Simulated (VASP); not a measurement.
# Li (Im-3m) in VASP: further runs

Li is run at these levels: r2SCAN+D3(BJ); tasks: single point.

All numbers are computed with VASP 6.6.1; they aren't measurements. Logs are shortened: lines on timing, memory, paths and dates and some standing lists are left out, and cuts for length are marked.

### 1 The cell of the first run

Symmetry: Im-3m, No. 229, cubic system. The conventional cell has a = 3.432 Å, b = 3.432 Å, c = 3.432 Å, α = 90.00°, β = 90.00°, γ = 90.00°. Within 3.9 Å of Li (site symmetry m-3m) lie 14 Li at 2.97 to 3.43 Å.

### 2 Single point, r2SCAN+D3(BJ)

POSCAR reads:

```
Li
1.0
   -1.7162134858      1.7162134858      1.7162134858
    1.7162134858     -1.7162134858      1.7162134858
    1.7162134858      1.7162134858     -1.7162134858
Li
1
Direct
    0.0000000000      0.0000000000      0.0000000000
```

INCAR.step1 reads:

```
SYSTEM = Li
PREC = Accurate
ENCUT = 520
ISMEAR = 0
SIGMA = 0.1
LREAL = .FALSE.
LASPH = .TRUE.
NELM = 60
NBANDS = 8
GGA = PE
ALGO = Normal
EDIFF = 1E-4
LWAVE = .TRUE.
LCHARG = .FALSE.
```

INCAR.step2 reads:

```
SYSTEM = Li
PREC = Accurate
ENCUT = 520
EDIFF = 1E-6
ISMEAR = 0
SIGMA = 0.1
LREAL = .FALSE.
LASPH = .TRUE.
NELM = 60
ALGO = Normal
ISIF = 2
LWAVE = .FALSE.
LCHARG = .FALSE.
METAGGA = R2SCAN
LMIXTAU = .TRUE.
IVDW = 12
VDW_S6 = 1.0
VDW_S8 = 0.78981345
VDW_A1 = 0.49484001
VDW_A2 = 5.73083694
NBANDS = 8
ISTART = 1
```

KPOINTS reads:

```
regular mesh
0
G
  8 8 8
  0 0 0
```

Potentials or basis: VASP PAW PBE potentials, release 64 (Li_sv).

Command:

```console
$ cat potpaw_PBE.64/Li_sv/POTCAR > POTCAR
$ cp INCAR.step1 INCAR
$ mpirun -np 1 vasp_std > vasp.out
$ cp INCAR.step2 INCAR
$ mpirun -np 1 vasp_std > vasp.out
```

OUTCAR:

```text
SYSTEM = Li
   PREC = Accurate
   ENCUT = 520
   EDIFF = 1E-6
   ISMEAR = 0
   LREAL = .FALSE.
   LASPH = .TRUE.
   NELM = 60
   ISIF = 2
   METAGGA = R2SCAN
   IVDW = 12
   ISTART = 1
 IVDW          = 12

 ion  position               nearest neighbor table
   1  0.000  0.000  0.000-

  LATTYP: Found a body centered cubic cell.
 ALAT       =     3.4324269716

  Lattice vectors:

 A1 = (  -1.7162134858,   1.7162134858,   1.7162134858)
 A2 = (   1.7162134858,  -1.7162134858,   1.7162134858)
 A3 = (   1.7162134858,   1.7162134858,  -1.7162134858)

Analysis of symmetry for initial positions (statically):
=====================================================================
 Subroutine PRICEL returns:
 Original cell was already a primitive cell.

 Routine SETGRP: Setting up the symmetry group for a
 body centered cubic supercell.

 Subroutine GETGRP returns: Found 48 space group operations
 (whereof 48 operations were pure point group operations)
 out of a pool of 48 trial point group operations.

The static configuration has the point symmetry O_h .

Analysis of symmetry for dynamics (positions and initial velocities):
=====================================================================
 Subroutine PRICEL returns:
 Original cell was already a primitive cell.

 Routine SETGRP: Setting up the symmetry group for a
 body centered cubic supercell.

 Subroutine GETGRP returns: Found 48 space group operations
 (whereof 48 operations were pure point group operations)
 out of a pool of 48 trial point group operations.

The dynamic configuration has the point symmetry O_h .

 Subroutine INISYM returns: Found 48 space group operations
 (whereof 48 operations are pure point group operations),
 and found     1 'primitive' translations

----------------------------------------------------------------------------------------

                                     Primitive cell

  volume of cell :      20.2197

  direct lattice vectors                    reciprocal lattice vectors
    -1.716213486  1.716213486  1.716213486     0.000000000  0.291339046  0.291339046
     1.716213486 -1.716213486  1.716213486     0.291339046  0.000000000  0.291339046
     1.716213486  1.716213486 -1.716213486     0.291339046  0.291339046  0.000000000

  length of vectors
     2.972568954  2.972568954  2.972568954     0.412015630  0.412015630  0.412015630

  position of ions in fractional coordinates (direct lattice)
     0.000000000  0.000000000  0.000000000

  ion indices of the primitive-cell ions
   primitive index   ion index
                 1           1

----------------------------------------------------------------------------------------

 KPOINTS: regular mesh

Automatic generation of k-mesh.
 Grid dimensions read from file:
 generate k-points for:    8    8    8

 Generating k-lattice:

  Cartesian coordinates                     Fractional coordinates (reciprocal lattice)
     0.000000000  0.036417381  0.036417381     0.125000000  0.000000000  0.000000000
     0.036417381  0.000000000  0.036417381     0.000000000  0.125000000  0.000000000
     0.036417381  0.036417381  0.000000000     0.000000000  0.000000000  0.125000000

  Length of vectors
     0.051501954  0.051501954  0.051501954

  Shift w.r.t. Gamma in fractional coordinates (k-lattice)
     0.000000000  0.000000000  0.000000000

 Subroutine IBZKPT returns following result:
 ===========================================

 Found     29 irreducible k-points:

 Following reciprocal coordinates:
            Coordinates               Weight
  0.000000  0.000000  0.000000      1.000000
  0.125000  0.000000  0.000000     12.000000
  0.250000  0.000000  0.000000     12.000000
  0.375000  0.000000  0.000000     12.000000
  0.500000  0.000000  0.000000      6.000000
  0.125000  0.125000  0.000000     24.000000
[... 16 lines left out ...]
 -0.250000  0.250000  0.250000      6.000000
 -0.375000  0.375000  0.250000     24.000000
 [... further k-points ...]
   k-points           NKPTS =     29   k-points in BZ     NKDIM =     29   number of bands    NBANDS=      8
   number of dos      NEDOS =    301   number of ions     NIONS =      1
   total plane-waves  NPLWV =  13824
   dimension x,y,z NGX =    24 NGY =   24 NGZ =   24
   dimension x,y,z NGXF=    48 NGYF=   48 NGZF=   48
   ions per type =               1
   NGX,Y,Z   is equivalent  to a cutoff of  13.42, 13.42, 13.42 a.u.
   NGXF,Y,Z  is equivalent  to a cutoff of  26.84, 26.84, 26.84 a.u.
 SYSTEM =  Li
   PREC   = accura    normal or accurate (medium, high low for compatibility)
   ISTART =      1    job   : 0-new  1-cont  2-samecut
   ICHARG =      0    charge: 1-file 2-atom 10-const
   ISPIN  =      1    spin polarized calculation?
   LNONCOLLINEAR =      F non collinear calculations
   LSORBIT =      F    spin-orbit coupling
   LASPH  =      T    aspherical Exc in radial PAW
   ENCUT  =  520.0 eV  38.22 Ry    6.18 a.u.   5.53  5.53  5.53*2*pi/ulx,y,z
   NELM   =     60;   NELMIN=  2; NELMDL=  0     # of ELM steps
   EDIFF  = 0.1E-05   stopping-criterion for ELM
   LREAL  =      F    real-space projection
   EDIFFG = 0.1E-04   stopping-criterion for IOM
   NSW    =      0    number of steps for IOM
   IBRION =     -1    ionic relax: 0-MD 1-quasi-New 2-CG
   NFREE  =      0    steps in history (QN), initial steepest desc. (CG)
   ISIF   =      2    stress and relaxation
   ISYM   =      2    0-nonsym 1-usesym 2-fastsym
   POTIM  = 0.5000    time-step for ionic-motion
   TEBEG  =    0.0;   TEEND  =   0.0 temperature during run
   PSTRESS=    0.0 pullay stress
   NELECT =       3.0000    total number of electrons
   NUPDOWN=      -1.0000    fix difference up-down
   EMIN   =  10.00;   EMAX   =-10.00  energy-range for DOS
   EFERMI =   0.00;   METHOD = LEGACY
   ISMEAR =     0;   SIGMA  =   0.10  broadening in eV -4-tet -1-fermi 0-gaus
   EFERMI_NEDOS =   21; number of points for ismear=-14 and -15
   IALGO  =     38    algorithm
   IMIX   =      4    mixing-type and parameters
     AMIX     =   0.40;   BMIX     =  1.00
     AMIX_MAG =   1.60;   BMIX_MAG =  1.00
  volume/ion in A,a.u.               =      20.22       136.45
  Fermi-wavevector in a.u.,A,eV,Ry     =   0.866677  1.637782 10.219731  0.751129
  Thomas-Fermi vector in A             =   1.985101
   LORBIT       =      0    0 simple, 1 ext, 2 COOP (PROOUT), +10 PAW based schemes
   METAGGA = R2SCAN    functional components
   LHFCALC =     F    Hartree Fock is set to
   AEXX    =    0.0000 exact exchange contribution
   IVDW    =    12    specifies the selected vdW correction
   LEPSILON=     F    determine dielectric tensor
   LRPA    =     F    only Hartree local field effects (RPA)
 non-spin polarized calculation
 Gauss-broadening in eV      SIGMA  =   0.10
  energy-cutoff  :      520.00
  volume of cell :       20.22
 maximum number of plane-waves:       559
 NGX is ok and might be reduce to    24
   NGX = 11   NGY = 11   NGZ = 11

 number of electron       3.0000001 magnetization

 Free energy of the ion-electron system (eV)
  ---------------------------------------------------
  ext. energy  EPLUGINS =         0.00000000
  ---------------------------------------------------
  free energy    TOTEN  =        -2.36857034 eV

  energy without entropy =       -2.36343528  energy(sigma->0) =       -2.36600281

 E-fermi :   0.6875     XC(G=0):  -7.4545

 val. band max:        0.6051652035   @ k =   0.2500   0.2500   0.0000
 cond. band min:       0.7452393339   @ k =   0.3750   0.1250   0.0000
 fundamental gap:      0.1400741305
 Fermi energy:         0.6874503058

 k-point     1 :       0.0000    0.0000    0.0000
  band No.  band energies     occupation
      1     -47.4114      2.00000
      2      -3.2455      2.00000
      3      16.9707      0.00000
      4      16.9721      0.00000
      5      16.9721      0.00000
      6      21.2219      0.00000
      7      21.2220      0.00000
      8      21.2220      0.00000

 k-point     2 :       0.1250    0.0000    0.0000
  band No.  band energies     occupation
      1     -47.4083      2.00000
      2      -2.9224      2.00000
      3      14.5231      0.00000
      4      15.5360      0.00000
      5      16.3411      0.00000
      6      18.9278      0.00000
      7      19.2336      0.00000
      8      21.3039      0.00000

 k-point     3 :       0.2500    0.0000    0.0000
  band No.  band energies     occupation
      1     -47.4010      2.00000
      2      -1.9547      2.00000
      3      10.0903      0.00000
      4      13.7104      0.00000
      5      15.0423      0.00000
      6      16.8226      0.00000
      7      18.7698      0.00000
      8      21.9252      0.00000

 k-point     4 :       0.3750    0.0000    0.0000
  band No.  band energies     occupation
      1     -47.3936      2.00000
      2      -0.3988      2.00000
      3       6.2394      0.00000
      4      12.5360      0.00000
      5      14.0354      0.00000
      6      15.5455      0.00000
      7      18.9617      0.00000
      8      23.6869      0.00000

 k-point     5 :       0.5000    0.0000    0.0000
  band No.  band energies     occupation
      1     -47.3905      2.00000
      2       0.9149      0.00129
      3       4.1435      0.00000
      4      12.1373      0.00000
      5      13.6766      0.00000
      6      15.1187      0.00000
      7      19.1454      0.00000
      8      25.3571      0.00000
[... 177 lines left out ...]
 k-point    22 :       0.2500    0.2500    0.2500
  band No.  band energies     occupation
      1     -47.3888      2.00000
      2       4.3035      0.00000
      3       4.3039      0.00000
      4       4.3039      0.00000
      5       9.9407      0.00000
      6      26.6804      0.00000
      7      26.6819      0.00000
      8      26.6819      0.00000

 k-point    23 :      -0.2500    0.2500    0.2500
  band No.  band energies     occupation
      1     -47.3923      2.00000
      2      -0.6141      2.00000
      3      10.0049      0.00000
      4      10.0054      0.00000
      5      12.3042      0.00000
      6      14.6748      0.00000
      7      23.2451      0.00000
      8      23.2454      0.00000

 k-point    24 :      -0.3750    0.3750    0.2500
  band No.  band energies     occupation
      1     -47.3861      2.00000
      2       1.0299      0.00000
      3       7.0610      0.00000
      4       8.7814      0.00000
      5      12.2535      0.00000
      6      14.8008      0.00000
      7      19.3880      0.00000
      8      22.6234      0.00000

 [... further k-points ...]

------------------------ aborting loop because EDIFF is reached ----------------------------------------

 Edisp (eV)   -0.08002

 E8    (eV) :    -0.0259

  FORCE on cell =-STRESS in cart. coord.  units (eV):
  Direction    XX          YY          ZZ          XY          YZ          ZX
  --------------------------------------------------------------------------------------
  -------------------------------------------------------------------------------------
  Total      -0.05282    -0.05282    -0.05282     0.00000     0.00000     0.00000
  in kB      -4.18515    -4.18515    -4.18515     0.00000     0.00000     0.00000
  external pressure =       -4.19 kB  Pullay stress =        0.00 kB

 VOLUME and BASIS-vectors are now :
 -----------------------------------------------------------------------------
  energy-cutoff  :      520.00
  volume of cell :       20.22
      direct lattice vectors                 reciprocal lattice vectors
    -1.716213486  1.716213486  1.716213486     0.000000000  0.291339046  0.291339046
     1.716213486 -1.716213486  1.716213486     0.291339046  0.000000000  0.291339046
     1.716213486  1.716213486 -1.716213486     0.291339046  0.291339046  0.000000000

 POSITION                                       TOTAL-FORCE (eV/Angst)
 -----------------------------------------------------------------------------------
      0.00000      0.00000      0.00000         0.000000      0.000000     -0.000000
 -----------------------------------------------------------------------------------
    total drift:                                0.000000      0.000000     -0.000000

  FREE ENERGIE OF THE ION-ELECTRON SYSTEM (eV)
  ---------------------------------------------------
  free  energy   TOTEN  =        -2.4485879749 eV

  energy  without entropy=       -2.4434529146  energy(sigma->0) =       -2.44602044
```

Run time: 23 s. Hardware: 1 thread of Intel Xeon 8259CL, shared host; peak memory 0.14 GiB.

Results:

```
Free energy                : -2.4486 eV
Band gap on the k mesh     : zero (an odd number of electrons rules out a gap without spin polarisation)
Dispersion energy per atom : -0.080 eV
```

Caveat: the cutoff is under 1.25 times the usual one of these potentials, so pressure, stress and relaxed cells hold a basis-set (Pulay) error; three body term missing; the PAW data sets were made with another functional, which shifts forces and pressure a little.

### 3 Single point, r2SCAN+D3(BJ)

This run uses another cell than the first one, of 21.61 Å³/atom.

POSCAR reads:

```
Li
1.0
   -1.7546500000      1.7546500000      1.7546500000
    1.7546500000     -1.7546500000      1.7546500000
    1.7546500000      1.7546500000     -1.7546500000
Li
1
Direct
    0.0000000000      0.0000000000      0.0000000000
```

INCAR.step1 reads:

```
PREC = Accurate
ENCUT = 520
ISMEAR = 0
SIGMA = 0.1
LREAL = False
LASPH = True
NELM = 100
NBANDS = 8
GGA = PE
ALGO = Normal
EDIFF = 1E-4
LWAVE = True
LCHARG = False
```

INCAR.step2 reads:

```
PREC = Accurate
ENCUT = 520
EDIFF = 1E-6
ISMEAR = 0
SIGMA = 0.1
LREAL = False
LASPH = True
NELM = 100
ALGO = Normal
ISIF = 2
LWAVE = False
LCHARG = False
METAGGA = R2SCAN
LMIXTAU = True
IVDW = 12
VDW_S6 = 1.0
VDW_S8 = 0.78981345
VDW_A1 = 0.49484001
VDW_A2 = 5.73083694
NBANDS = 8
ISTART = 1
```

KPOINTS reads:

```
regular mesh
0
Gamma
  8 8 8
```

Potentials or basis: VASP PAW PBE potentials, release 64 (Li_sv).

Command:

```console
$ cat potpaw_PBE.64/Li_sv/POTCAR > POTCAR
$ cp INCAR.step1 INCAR
$ mpirun -np 1 vasp_std > vasp.out
$ cp INCAR.step2 INCAR
$ mpirun -np 1 vasp_std > vasp.out
```

OUTCAR:

```text
PREC = Accurate
   ENCUT = 520
   EDIFF = 1E-6
   ISMEAR = 0
   LREAL = False
   LASPH = True
   NELM = 100
   ISIF = 2
   METAGGA = R2SCAN
   IVDW = 12
   ISTART = 1
 IVDW          = 12

 ion  position               nearest neighbor table
   1  0.000  0.000  0.000-

  LATTYP: Found a body centered cubic cell.
 ALAT       =     3.5093000000

  Lattice vectors:

 A1 = (  -1.7546500000,   1.7546500000,   1.7546500000)
 A2 = (   1.7546500000,  -1.7546500000,   1.7546500000)
[... 442 lines left out ...]
      7      18.4489      0.00000
      8      21.5486      0.00000

 [... further k-points ...]

------------------------ aborting loop because EDIFF is reached ----------------------------------------

 Edisp (eV)   -0.07467

 E8    (eV) :    -0.0241

  FORCE on cell =-STRESS in cart. coord.  units (eV):
  Direction    XX          YY          ZZ          XY          YZ          ZX
  --------------------------------------------------------------------------------------
  -------------------------------------------------------------------------------------
  Total      -0.12694    -0.12694    -0.12694     0.00000    -0.00000     0.00000
  in kB      -9.41225    -9.41225    -9.41225     0.00000    -0.00000     0.00000
  external pressure =       -9.41 kB  Pullay stress =        0.00 kB

 VOLUME and BASIS-vectors are now :
 -----------------------------------------------------------------------------
  energy-cutoff  :      520.00
  volume of cell :       21.61
      direct lattice vectors                 reciprocal lattice vectors
    -1.754650000  1.754650000  1.754650000     0.000000000  0.284957114  0.284957114
     1.754650000 -1.754650000  1.754650000     0.284957114  0.000000000  0.284957114
     1.754650000  1.754650000 -1.754650000     0.284957114  0.284957114  0.000000000

 POSITION                                       TOTAL-FORCE (eV/Angst)
 -----------------------------------------------------------------------------------
      0.00000      0.00000      0.00000         0.000000     -0.000000      0.000000
 -----------------------------------------------------------------------------------
    total drift:                                0.000000      0.000000     -0.000000

  FREE ENERGIE OF THE ION-ELECTRON SYSTEM (eV)
  ---------------------------------------------------
  free  energy   TOTEN  =        -2.4455633944 eV

  energy  without entropy=       -2.4404596823  energy(sigma->0) =       -2.44301154
```

OUTCAR.step1:

```text
PREC = Accurate
   ENCUT = 520
   ISMEAR = 0
   LREAL = False
   LASPH = True
   NELM = 100
[... 478 lines left out ...]

 POSITION                                       TOTAL-FORCE (eV/Angst)
 -----------------------------------------------------------------------------------
      0.00000      0.00000      0.00000         0.000000     -0.000000      0.000000
 -----------------------------------------------------------------------------------
    total drift:                                0.000000      0.000000     -0.000000

  FREE ENERGIE OF THE ION-ELECTRON SYSTEM (eV)
  ---------------------------------------------------
  free  energy   TOTEN  =        -1.8920797441 eV

  energy  without entropy=       -1.8866970711  energy(sigma->0) =       -1.88938841
```

It took 34 s on 1 thread of Intel Xeon 8259CL, shared host; peak memory 0.14 GiB.

Results:

```
Free energy                : -2.4456 eV
Band gap on the k mesh     : zero (an odd number of electrons rules out a gap without spin polarisation)
Dispersion energy per atom : -0.075 eV
```

Levels at points of the mesh, in eV from the Fermi level:
| k point | band 1 | band 2 | band 3 | band 4 | band 5 |
| --- | --- | --- | --- | --- | --- |
| (0.00, 0.00, 0.00) | -48.30 | -3.81 | 15.59 | 15.59 | 15.59 |
| (0.50, 0.00, 0.00) | -48.28 | 0.23 | 3.27 | 10.96 | 12.45 |
| (0.50, 0.50, 0.50) | -48.27 | 5.78 | 5.78 | 5.78 | 7.86 |

Caveat: the cutoff is under 1.25 times the usual one of these potentials, so pressure, stress and relaxed cells hold a basis-set (Pulay) error; three body term missing; the PAW data sets were made with another functional, which shifts forces and pressure a little.
